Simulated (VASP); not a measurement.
Here is a VASP 6.6.1 calculation.

INCAR

```
SYSTEM = SiC
PREC = Accurate
ENCUT = 600
EDIFF = 1E-6
ISMEAR = 0
SIGMA = 0.05
LREAL = .FALSE.
LASPH = .TRUE.
NELM = 120
ALGO = Normal
ISIF = 2
LWAVE = .FALSE.
LCHARG = .FALSE.
GGA = PE
NBANDS = 16
GGA_COMPAT = .FALSE.
```

Contents of KPOINTS:

```
regular mesh
0
G
  12 12 6
  0 0 0
```

The input POSCAR:

```
SiC
1.0
    3.0919867344      0.0000000000      0.0000000000
   -1.5459933672      2.6777390602      0.0000000000
    0.0000000000      0.0000000000      5.0737646004
Si C
2 2
Direct
    0.3333333333      0.6666666667      0.0045636718
    0.6666666667      0.3333333333      0.5045636718
    0.5227136454      0.8053026770      0.3804363282
    0.6666666667      0.3333333333      0.8804363282
```

Potentials or basis: VASP PAW PBE potentials, release 64 (Si, C).

Run with:

```sh
$ cat potpaw_PBE.64/Si/POTCAR potpaw_PBE.64/C/POTCAR > POTCAR
$ mpirun -np 1 vasp_std > vasp.out
```

(1) Predict the largest force.

(2) Predict the pressure.

Answers

(1) 9.100 eV/Å.

(2) 11.7 GPa.

Caveat: the cell differs from its parent crystal (atom 3 (C) moved +0.525 Å along Cartesian [1 1 0]); the stress differs along the axes, from 1 to 30 GPa; forces of over 1 eV/Å act on the atoms, so gaps and moduli don't describe the material at rest.
